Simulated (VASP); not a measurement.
# Be2CdTe3: single point with PBE

Be2CdTe3:

```xyz
12
Lattice="6.3071 -3.6483 0.0000 6.3071 3.6483 0.0000 0.0000 0.0000 6.8927" Properties=species:S:1:pos:R:3 pbc="T T T"
Be    4.1371    1.1617    3.4488
Be    4.1371   -1.1617    0.0025
Be    8.4772   -1.1617    0.0025
Be    8.4772    1.1617    3.4488
Cd    6.3071    2.3753   -0.0012
Cd    6.3071   -2.3753    3.4451
Te    3.9540    1.0925    5.9257
Te    8.6603    1.0925    5.9257
Te    6.3071   -2.1367    6.2726
Te    3.9540   -1.0925    2.4794
Te    8.6603   -1.0925    2.4794
Te    6.3071    2.1367    2.8262
```

```
Program             : VASP 6.6.1
Task                : single point
Functional          : PBE
Potentials or basis : VASP PAW PBE potentials, release 64 (Be, Cd, Te)
Cutoff              : 520 eV
k mesh              : 4 × 4 × 4
Occupations         : gaussian, width 0.02 eV
Spin                : no spin polarisation
```

The pressure is 0.1 GPa, the largest force is 0.008 eV/Å and the band gap on the k mesh is 1.94 eV (least direct gap 1.98 eV).

Forces on the atoms (eV/Å):
```
Be   0.002 -0.001 -0.001
Be   0.002  0.001 -0.001
Be  -0.002  0.001 -0.001
Be  -0.002 -0.001 -0.001
Cd   0.000  0.001  0.001
Cd   0.000 -0.001  0.001
Te  -0.007 -0.004 -0.001
Te   0.007 -0.004 -0.001
Te   0.000  0.006  0.004
Te  -0.007  0.004 -0.001
Te   0.007  0.004 -0.001
Te   0.000 -0.006  0.004
```

Levels at points of the mesh, in eV from the valence-band top:
```tsv
k point	band 31	band 32	band 33	band 34	band 35	band 36	band 37	band 38
(0.00, 0.00, 0.00)	-0.94	-0.16	-0.03	0.00	1.98	2.24	2.83	2.83
(0.50, 0.00, 0.00)	-1.03	-0.99	-0.85	-0.67	1.94	2.73	3.58	3.66
(0.50, 0.50, 0.00)	-1.15	-0.90	-0.85	-0.55	1.95	2.69	3.40	3.52
(0.00, 0.00, 0.50)	-0.55	-0.55	-0.54	-0.54	2.48	2.48	2.99	2.99
(0.50, 0.00, 0.50)	-1.25	-1.25	-1.00	-1.00	2.25	2.25	3.27	3.27
(0.50, 0.50, 0.50)	-1.19	-1.19	-1.18	-1.18	2.37	2.37	3.27	3.27
```

Wall time 9.5 min on 1 thread of Intel(R) Xeon(R) Platinum 8259CL CPU @ 2.50GHz (Skylake/Cascade Lake), with other jobs on the host, peak memory 0.56 GiB.

Caveat: spin-orbit coupling is left out, which moves the levels of the heavy elements. A k mesh can miss the band edges.
